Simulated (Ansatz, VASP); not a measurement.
**One calculation of Se, two programs**

Contents of INCAR:

```
ALGO = Normal ; EDIFF = 1E-6
ENCUT = 520 ; GGA = CA
ISIF = 2 ; ISMEAR = -1
LASPH = T ; LCHARG = F
LREAL = F ; LWAVE = F
NBANDS = 13 ; NELM = 100
PREC = Accurate ; SIGMA = 0.1
```

The input KPOINTS:

```
k-points
0
Gamma
  10 10 10
```

The input POSCAR:

```
Se
1.0
    0.0000000000      2.9995474609      2.9995474609
    2.9995474609      0.0000000000      2.9995474609
    2.9995474609      2.9995474609      0.0000000000
Se
2
Direct
    0.1250000000      0.1250000000      0.1250000000
    0.8750000000      0.8750000000      0.8750000000
```

Input for Ansatz:

```yaml
crystal:
  lattice:
    - [0.0, 2.9995474609, 2.9995474609]
    - [2.9995474609, 0.0, 2.9995474609]
    - [2.9995474609, 2.9995474609, 0.0]
  atoms:
    - { symbol: Se, position: [0.125, 0.125, 0.125] }
    - { symbol: Se, position: [0.875, 0.875, 0.875] }
hamiltonian:
  xc: lda
  pseudopotentials:
    kind: paw
    azcp:
      Se: "pseudopotentials/Se.paw.azcp"
basis:
  ecutwfc: 420
  fft_grid_basis: typed
kpoints:
  mp_grid: { grid: [10, 10, 10], shift: [0, 0, 0] }
magnetization:
  spin_polarized: false
scf:
  occupations: { method: fermi_dirac, width: 0.1 }
  lower_state_search: "off"
output:
  stress: true
  write_density: true
  write_potential: true
  elf: true
  volumetric_format: npy
```

Alike in both runs: task single point; functional LDA; k mesh 10 × 10 × 10; occupations fermi-dirac, width 0.1 eV; no spin polarisation.

|  | VASP | Ansatz |
| --- | --- | --- |
| version | VASP 6.6.1 | Ansatz 0.2.0 |
| potentials or method | VASP PAW LDA potentials, release 64 (Se), cutoff 520 eV | plane waves (420 eV) with PAW, scalar-relativistic |
| valence electrons in the cell | 12 | 32 |

|  | VASP | Ansatz | Ansatz less VASP |
| --- | --- | --- | --- |
| pressure (GPa) | 4.9 | 4.7 | -0.18 |

Ansatz warns that its potentials were made for another functional, while VASP's fit it. LDA's correlation is that of Perdew and Zunger in VASP and of Perdew and Wang (1992) in Ansatz. VASP's potentials hold 12 valence electrons a cell and Ansatz's 32, so a difference there can come from the potentials and not from the codes.
